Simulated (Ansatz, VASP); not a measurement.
Two plane-wave programs on Ba

Contents of INCAR:

```
SYSTEM = Ba
PREC = Accurate ; ENCUT = 520
EDIFF = 1E-7 ; ISMEAR = -1
SIGMA = 0.08 ; LREAL = .False.
LASPH = .True. ; NELM = 60
ALGO = Normal ; ISIF = 2
LWAVE = .False. ; LCHARG = .False.
GGA = PE ; NBANDS = 11
```

File KPOINTS:

```
Automatic mesh
0
Gamma
  11 11 11
  0 0 0
```

The input POSCAR:

```
Ba
1.0
   -1.9253504731      1.9253504731      1.9253504731
    1.9253504731     -1.9253504731      1.9253504731
    1.9253504731      1.9253504731     -1.9253504731
Ba
1
Direct
    0.0000000000      0.0000000000      0.0000000000
```

Input for Ansatz:

```yaml
crystal:
  lattice:
    - [-1.9253504731, 1.9253504731, 1.9253504731]
    - [1.9253504731, -1.9253504731, 1.9253504731]
    - [1.9253504731, 1.9253504731, -1.9253504731]
  atoms:
    - { symbol: Ba, position: [0.0, 0.0, 0.0] }
kpoints:
  mp_grid: { grid: [11, 11, 11] }
  band_path:
    path:
      - [0.0, 0.0, 0.0]
      - [0.5, -0.5, 0.5]
      - [0.0, 0.0, 0.5]
      - [0.0, 0.0, 0.0]
      - [0.25, 0.25, 0.25]
      - [0.5, -0.5, 0.5]
      - [0.25, 0.25, 0.25]
      - [0.0, 0.0, 0.5]
    npoints: 8
scf:
  occupations: { method: fermi_dirac, width: 0.08 }
hamiltonian:
  xc: pbe
  pseudopotentials: { kind: paw }
output:
  forces: true
  stress: true
  eigenvalues: true
  populations: true
  dos: { projected: true, de: 0.2, e_range: [-14, 8] }
```

Change from the starting cell: volume scaled by 0.45, PAW files.

Alike in both runs: task single point; functional PBE; k mesh 11 × 11 × 11; occupations fermi-dirac, width 0.08 eV; no spin polarisation.

```csv
,VASP,Ansatz
version,VASP 6.6.1,Ansatz 0.2.0
potentials or method,"VASP PAW PBE potentials, release 64 (Ba_sv)","PAW with Ansatz's default frozen-core files, scalar-relativistic"
plane-wave cutoff (eV),520,420
valence electrons in the cell,10,10
```

|  | VASP | Ansatz | Ansatz less VASP |
| --- | --- | --- | --- |
| pressure (GPa) | 23.0 | 20.0 | -3.08 |

The functional is the same, so the differences come from potentials, cutoffs and numerics.

Neither program's run includes spin-orbit coupling.
